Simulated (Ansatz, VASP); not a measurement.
**CaO: VASP beside Ansatz**

```
Ca O
1.0
     0.00000    2.41500    2.41500
     2.41500    0.00000    2.41500
     2.41500    2.41500    0.00000
Ca O
1 1
Direct
  0.00000 0.00000 0.00000
  0.50000 0.50000 0.50000
```

Alike in both runs: task single point; functional PBE; k mesh 8 × 8 × 8; occupations fermi-dirac, width 0.1 eV; no spin polarisation.

|  | VASP | Ansatz |
| --- | --- | --- |
| version | VASP 6.6.1 | Ansatz 0.2.0 development build |
| potentials or method | VASP PAW PBE potentials, release 64 (Ca_sv, O) | plane waves, PAW datasets (generated hard set |
| plane-wave cutoff (eV) | 520 | 700 |
| valence electrons in the cell | 16 | 16 |

|  | VASP | Ansatz | Ansatz less VASP |
| --- | --- | --- | --- |
| gap on the k mesh at the Fermi level (eV) | 3.64 | 3.65 | +0.016 |
